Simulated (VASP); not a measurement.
# WSe2 (P6_3/mmc) in VASP: settings compared, part 2 of 2

VASP 6.6.1. The steps go on from the part before.

**3. Single point, PBE, non-collinear spin, zero start, spin-orbit coupling**

File INCAR:

```
SYSTEM = WSe2
ALGO     = Normal         ! electronic algorithm
EDIFF    = 1E-7           ! SCF threshold, eV
ENCUT    = 520            ! plane-wave cutoff, eV
GGA      = PE             ! functional
GGA_COMPAT= .FALSE.      
ISIF     = 2              ! what is computed and relaxed
ISMEAR   = -1             ! smearing method
KPAR     = 4            
LASPH    = .TRUE.         ! aspherical terms in the spheres
LCHARG   = .FALSE.        ! write CHGCAR
LMAXMIX  = 4              ! l up to which the mixer works
LORBIT   = 11             ! projections on sites
LORBMOM  = .TRUE.       
LREAL    = .FALSE.        ! projectors in reciprocal space
LSORBIT  = .TRUE.         ! spin-orbit coupling
LWAVE    = .FALSE.        ! write WAVECAR
MAGMOM   = 0 0 0 0 0 0 0 0 0 0 0 0 0 0 0 0 0 0 ! initial moments
NBANDS   = 68             ! bands
NELM     = 150            ! most SCF steps
PREC     = Accurate       ! precision mode
SIGMA    = 0.02           ! smearing width, eV
```

File KPOINTS:

```
k-points
0
G
  12 12 2
  0 0 0
```

File POSCAR:

```
WSe2
1.0
    3.2996674501      0.0000000000      0.0000000000
   -1.6498337251      2.8575958358      0.0000000000
    0.0000000000      0.0000000000     13.1487008971
W Se
2 4
Direct
    0.3333333333      0.6666666667      0.2500000000
    0.6666666667      0.3333333333      0.7500000000
    0.6666666667      0.3333333333      0.3766602602
    0.6666666667      0.3333333333      0.1233397398
    0.3333333333      0.6666666667      0.8766602602
    0.3333333333      0.6666666667      0.6233397398
```

Potentials or basis: VASP PAW PBE potentials, release 64 (W_sv, Se).

Command:

```bash
> cat potpaw_PBE.64/W_sv/POTCAR potpaw_PBE.64/Se/POTCAR > POTCAR
> mpirun -np 4 vasp_ncl > vasp.out
```

OUTCAR:

```text
SYSTEM = WSe2
   EDIFF = 1E-7
   ENCUT = 520
   GGA = PE
   ISIF = 2
   ISMEAR = -1
   LASPH = .TRUE.
   LORBIT = 11
   LREAL = .FALSE.
   LSORBIT = .TRUE.
   NELM = 150
   PREC = Accurate

 ion  position               nearest neighbor table
   1  0.333  0.667  0.250-   3 2.53   4 2.53   3 2.53   4 2.53   3 2.53   4 2.53
   2  0.667  0.333  0.750-   5 2.53   6 2.53   5 2.53   6 2.53   5 2.53   6 2.53
   3  0.667  0.333  0.377-   1 2.53   1 2.53   1 2.53
   4  0.667  0.333  0.123-   1 2.53   1 2.53   1 2.53
   5  0.333  0.667  0.877-   2 2.53   2 2.53   2 2.53
   6  0.333  0.667  0.623-   2 2.53   2 2.53   2 2.53

  LATTYP: Found a hexagonal cell.
 ALAT       =     3.2996674501
 C/A-ratio  =     3.9848563820

  Lattice vectors:

 A1 = (   3.2996674501,   0.0000000000,   0.0000000000)
 A2 = (  -1.6498337251,   2.8575958358,   0.0000000000)
 A3 = (   0.0000000000,   0.0000000000,  13.1487008971)

Analysis of symmetry for initial positions (statically):
=====================================================================
 Subroutine PRICEL returns:
 Original cell was already a primitive cell.

 Routine SETGRP: Setting up the symmetry group for a
 hexagonal supercell.
[... 1998 lines left out ...]
 l=   2
     0.0000000     0.0000063     0.0000000     0.0000063     0.0000037
     0.0000063     0.0000000     0.0000051     0.0000123     0.0000063
     0.0000000     0.0000051     0.0000000     0.0000051     0.0000000
     0.0000063     0.0000123     0.0000051     0.0000000     0.0000063
     0.0000037     0.0000063     0.0000000     0.0000063     0.0000000
 l=   3
     0.0000000     0.0000000     0.0000000     0.0000000     0.0000000     0.0000000     0.0000000
     0.0000000     0.0000000     0.0000000     0.0000000     0.0000000     0.0000000     0.0000000
     0.0000000     0.0000000     0.0000000     0.0000000     0.0000000     0.0000000     0.0000000
     0.0000000     0.0000000     0.0000000     0.0000000     0.0000000     0.0000000     0.0000000
     0.0000000     0.0000000     0.0000000     0.0000000     0.0000000     0.0000000     0.0000000
     0.0000000     0.0000000     0.0000000     0.0000000     0.0000000     0.0000000     0.0000000
     0.0000000     0.0000000     0.0000000     0.0000000     0.0000000     0.0000000     0.0000000

 total charge

# of ion       s       p       d       tot
------------------------------------------
    1        2.311   6.284   3.392  11.987
    2        2.311   6.284   3.392  11.987
    3        1.476   2.356   0.071   3.902
    4        1.476   2.356   0.071   3.902
    5        1.476   2.356   0.071   3.902
    6        1.476   2.356   0.071   3.902
--------------------------------------------------
tot         10.525  21.990   7.067  39.581

 magnetization (x)

# of ion       s       p       d       tot
------------------------------------------
    1       -0.000  -0.000   0.000  -0.000
    2       -0.000  -0.000  -0.000  -0.000
    3        0.000   0.000  -0.000   0.000
    4       -0.000  -0.000   0.000  -0.000
    5        0.000  -0.000   0.000  -0.000
    6       -0.000   0.000  -0.000   0.000
--------------------------------------------------
tot         -0.000  -0.000  -0.000  -0.000

 magnetization (y)

# of ion       s       p       d       tot
------------------------------------------
    1        0.000   0.000   0.000   0.000
    2        0.000  -0.000   0.000   0.000
    3       -0.000   0.000   0.000  -0.000
    4        0.000   0.000   0.000   0.000
    5        0.000   0.000   0.000   0.000
    6        0.000   0.000   0.000   0.000
--------------------------------------------------
tot          0.000   0.000   0.000   0.000

 magnetization (z)

# of ion       s       p       d       tot
------------------------------------------
    1        0.000   0.000   0.000   0.000
    2        0.000   0.000   0.000   0.000
    3        0.000   0.000   0.000   0.000
    4        0.000   0.000   0.000   0.000
    5        0.000   0.000   0.000   0.000
    6        0.000   0.000   0.000   0.000
--------------------------------------------------
tot          0.000   0.000   0.000   0.000
```

OSZICAR:

```text
N       E                     dE             d eps       ncg     rms          rms(c)
DAV:   1     0.547866154327E+03    0.54787E+03   -0.27190E+04  5616   0.149E+03
DAV:   2    -0.370309005876E+01   -0.55157E+03   -0.52987E+03  5952   0.412E+02
DAV:   3    -0.453451359418E+02   -0.41642E+02   -0.40572E+02  6268   0.109E+02
DAV:   4    -0.466969283680E+02   -0.13518E+01   -0.13382E+01  6288   0.187E+01
DAV:   5    -0.467229910316E+02   -0.26063E-01   -0.25915E-01  6312   0.270E+00    0.299E+01
DAV:   6    -0.451799658397E+02    0.15430E+01   -0.63001E+00  5960   0.168E+01    0.110E+01
DAV:   7    -0.449554029874E+02    0.22456E+00   -0.27920E+00  5492   0.828E+00    0.578E+00
DAV:   8    -0.447955306465E+02    0.15987E+00   -0.33390E-01  5740   0.412E+00    0.139E+00
DAV:   9    -0.447964939280E+02   -0.96328E-03   -0.59492E-02  6092   0.123E+00    0.675E-01
DAV:  10    -0.447954315483E+02    0.10624E-02   -0.43713E-03  5868   0.433E-01    0.325E-01
DAV:  11    -0.447954140990E+02    0.17449E-04   -0.19105E-03  6060   0.280E-01    0.489E-02
DAV:  12    -0.447954256924E+02   -0.11593E-04   -0.20848E-04  5752   0.924E-02    0.447E-02
DAV:  13    -0.447954415747E+02   -0.15882E-04   -0.29565E-05  6528   0.261E-02    0.220E-02
DAV:  14    -0.447954483400E+02   -0.67653E-05   -0.11982E-05  5688   0.206E-02    0.550E-03
DAV:  15    -0.447954492402E+02   -0.90022E-06   -0.15221E-06  5928   0.848E-03    0.210E-03
DAV:  16    -0.447954493721E+02   -0.13192E-06   -0.64969E-07  4892   0.378E-03    0.349E-04
DAV:  17    -0.447954493936E+02   -0.21434E-07   -0.26001E-08  3752   0.884E-04
   1 F= -.44795449E+02 E0= -.44795449E+02  d E =-.826066E-11  mag=     0.0000     0.0000    -0.0000
```

stdout:

```text
POSCAR found type information on POSCAR W Se
 POSCAR found :  2 types and       6 ions
 scaLAPACK will be used
 LDA part: xc-table for (Slater+PW92), standard interpolation
 POSCAR, INCAR and KPOINTS ok, starting setup
 FFT: planning ... GRIDC
 FFT: planning ... GRID_SOFT
 FFT: planning ... GRID
 WAVECAR not read
 entering main loop
```

Wall time 5.2 min (4 MPI ranks of Intel Xeon Platinum 8375C at 2.90GHz (Ice Lake), shared host); peak memory 0.9 GiB.

Results:

- Free energy: -44.7954 eV
- Pressure: 3.9 GPa
- Largest force: 0.356 eV/Å
- Net moment: 0.00 μB per cell
- Valence electrons inside the program's atomic spheres: W 11.99; Se 3.90

Forces in eV/Å, atoms in the order of the input:
```
W    0.000  0.000  0.000
W    0.000  0.000  0.000
Se   0.000  0.000  0.356
Se   0.000  0.000 -0.356
Se   0.000  0.000  0.356
Se   0.000  0.000 -0.356
```

Moments on the atoms (μB; x, y, z):
```
W   0.00 0.00 0.00
W   0.00 0.00 0.00
Se  0.00 0.00 0.00
Se  0.00 0.00 0.00
Se  0.00 0.00 0.00
Se  0.00 0.00 0.00
```

Caveat: the cell stands under pressure; this functional lacks dispersion, which binds the layers, so the pressure and a relaxed spacing across them are unreliable.
